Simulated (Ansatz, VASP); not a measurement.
CsSnI3 in VASP and in Ansatz

POSCAR

```
CsSnI3
1.0
    6.2414907048      0.0000000000      0.0000000000
    0.0000000000      6.2414907048      0.0000000000
    0.0000000000      0.0000000000      6.4911503330
Cs Sn I
1 1 3
Direct
    0.0000000000      0.0000000000      0.0000000000
    0.5000000000      0.5000000000      0.5000000000
    0.5000000000      0.5000000000      0.0000000000
    0.5000000000      0.0000000000      0.5000000000
    0.0000000000      0.5000000000      0.5000000000
```

Contents of INCAR.step1:

```
SYSTEM = CsSnI3
  PREC = Accurate
  ENCUT = 520
  ISMEAR = 0
  SIGMA = 0.01
  LREAL = .FALSE.
  LASPH = .TRUE.
  NELM = 100
  NBANDS = 30
  GGA = PE
  ALGO = Normal
  EDIFF = 1E-4
  LWAVE = .TRUE.
  LCHARG = .FALSE.
```

Contents of INCAR.step2:

```
SYSTEM = CsSnI3
  PREC = Accurate
  ENCUT = 520
  EDIFF = 1E-7
  ISMEAR = 0
  SIGMA = 0.01
  LREAL = .FALSE.
  LASPH = .TRUE.
  NELM = 100
  ALGO = Normal
  ISIF = 2
  LWAVE = .FALSE.
  LCHARG = .TRUE.
  METAGGA = R2SCAN
  LMIXTAU = .TRUE.
  LELF = .TRUE.
  LVHAR = .TRUE.
  NBANDS = 30
  ISTART = 1
```

KPOINTS

```
regular mesh
0
G
  4 4 4
  0 0 0
```

Input for Ansatz:

```yaml
crystal:
  lattice:
    - [6.2414907048, 0.0, 0.0]
    - [0.0, 6.2414907048, 0.0]
    - [0.0, 0.0, 6.491150333]
  atoms:
    - { symbol: Cs, position: [0.0, 0.0, 0.0] }
    - { symbol: Sn, position: [0.5, 0.5, 0.5] }
    - { symbol: I, position: [0.5, 0.5, 0.0] }
    - { symbol: I, position: [0.5, 0.0, 0.5] }
    - { symbol: I, position: [0.0, 0.5, 0.5] }
kpoints:
  mp_grid: { grid: [4, 4, 4] }
  band_path:
    path: [[0.0, 0.0, 0.0], [0.0, 0.5, 0.0], [0.5, 0.5, 0.0], [0.5, 0.5, 0.5]]
    npoints: 1
hamiltonian:
  xc: r2scan
scf:
  occupations: { method: fixed }
  n_extra_bands: 5
output:
  forces: true
  stress: true
  eigenvalues: true
```

Change from the starting cell: uniaxial_z strain +4.0%.

Alike in both runs: task single point; functional r2SCAN; k mesh 4 × 4 × 4; no spin polarisation.

|  | VASP | Ansatz |
| --- | --- | --- |
| version | VASP 6.6.1 | Ansatz 0.2.0 |
| potentials or method | VASP PAW PBE potentials, release 64 (Cs_sv, Sn_d, I) | plane waves, PAW |
| plane-wave cutoff (eV) | 520 | 500 |
| occupations | gaussian, width 0.01 eV | fixed |
| valence electrons in the cell | 44 | 74 |

|  | VASP | Ansatz | Ansatz less VASP |
| --- | --- | --- | --- |
| gap on the k mesh at the Fermi level (eV) | 0.51 | 0.51 | +0.001 |
| pressure (GPa) | -0.6 | -0.6 | +0.01 |
| traceless stress, the component that is largest in VASP (GPa) | -0.76 | -0.75 | +0.002 |

VASP's potentials were made for PBE, not for r2SCAN. VASP's potentials hold 44 valence electrons a cell and Ansatz's 74, so a difference there can come from the potentials and not from the codes.

Neither program's run includes spin-orbit coupling.
